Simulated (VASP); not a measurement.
MgO2, 12 atoms in the cell. Symmetry: Pa-3, No. 205, cubic system. The conventional cell has a = 4.639 Å, b = 4.639 Å, c = 4.639 Å, α = 90.00°, β = 90.00°, γ = 90.00°. Mg (site symmetry -3) has 6 O at 1.99 Å within 2.6 Å. Within 1.9 Å of O (site symmetry 3) lie 1 O at 1.45 Å. 

* Program: VASP 6.6.1
* Task: relaxation of the atoms
* Functional: PBEsol
* Potentials or basis: VASP PAW PBE potentials, release 64 (Mg, O)
* Cutoff: 520 eV
* k mesh: 6 × 6 × 6
* Occupations: gaussian, width 0.02 eV
* Spin: no spin polarisation
* Dipole correction: no
* Further INCAR settings: ALGO = Normal; EDIFF = 1e-07; IBRION = 2; EDIFFG = -0.01; NSW = 50

Potentials or basis: VASP PAW PBE potentials, release 64 (Mg, O).

Launch:

```bash
$ cat potpaw_PBE.64/Mg/POTCAR potpaw_PBE.64/O/POTCAR > POTCAR
$ mpirun -np 1 vasp_std > vasp.out
```

Hardware: 1 thread of Intel(R) Xeon(R) Platinum 8259CL CPU @ 2.50GHz (Skylake/Cascade Lake) (shared host).

Task: Estimate the wall time of this run.

Result: Wall time 2.4 min on 1 thread of Intel(R) Xeon(R) Platinum 8259CL CPU @ 2.50GHz (Skylake/Cascade Lake), on a shared host, peak memory 0.24 GiB. Counts: scf iterations 29, k points 24, ion steps 3.
